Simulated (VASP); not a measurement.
Write the native input for VASP 6.6.1 that does the following.

```
Task                   : single point
Functional             : PBE
Potentials or basis    : VASP PAW PBE potentials, release 64 (Si, W_sv, C)
Cutoff                 : 600 eV
k mesh                 : 4 × 4 × 4
Occupations            : gaussian, width 0.2 eV
Spin                   : no spin polarisation
Dipole correction      : no
Further INCAR settings : ALGO = Normal; EDIFF = 1e-06; NBANDS = 26
```

The structure of Si2WC3 lies in POSCAR:

```
Si2WC3
1.0
    2.0526419754      1.1850933992      6.0714394456
   -2.0526419754      1.1850933992      6.0714394456
    0.0000000000     -2.3701867920      6.0714394469
Si W C
2 1 3
Direct
    0.8542205461      0.8542205461      0.8542205461
    0.1457794539      0.1457794539      0.1457794539
    0.0000000000      0.0000000000      0.0000000000
    0.5000000000      0.5000000000      0.0000000000
    0.0000000000      0.5000000000      0.5000000000
    0.5000000000      0.0000000000      0.5000000000
```

The cell was generated, and may not be a known phase.

These files were run (other wordings do the same):

INCAR

```
PREC = Accurate
ENCUT = 600
EDIFF = 1E-6
ISMEAR = 0
SIGMA = 0.2
LREAL = F
LASPH = T
NELM = 120
ALGO = Normal
ISIF = 2
LWAVE = F
LCHARG = F
GGA = PE
NBANDS = 26
GGA_COMPAT = F
```

KPOINTS

```
Automatic mesh
0
Gamma
  4 4 4
```

Potentials or basis: VASP PAW PBE potentials, release 64 (Si, W_sv, C).

Run with:

```sh
$ cat potpaw_PBE.64/Si/POTCAR potpaw_PBE.64/W_sv/POTCAR potpaw_PBE.64/C/POTCAR > POTCAR
$ mpirun -np 1 vasp_std > vasp.out
```

It gave:

```json
{"Pressure": "0.1 GPa", "Largest force": "0.074 eV/Å", "Band gap on the k mesh": "zero (bands 17 and 18 overlap by 1.11 eV)"}
```

Caveat: the k points lie up to 0.45 Å⁻¹ apart, too coarse for converged energies and pressures of a metal; spin-orbit coupling is left out, which moves the levels of the heavy elements.

Run time: 88 s on 1 thread of Intel(R) Xeon(R) Platinum 8375C CPU @ 2.90GHz (Ice Lake) (shared host), peak memory 0.37 GiB.
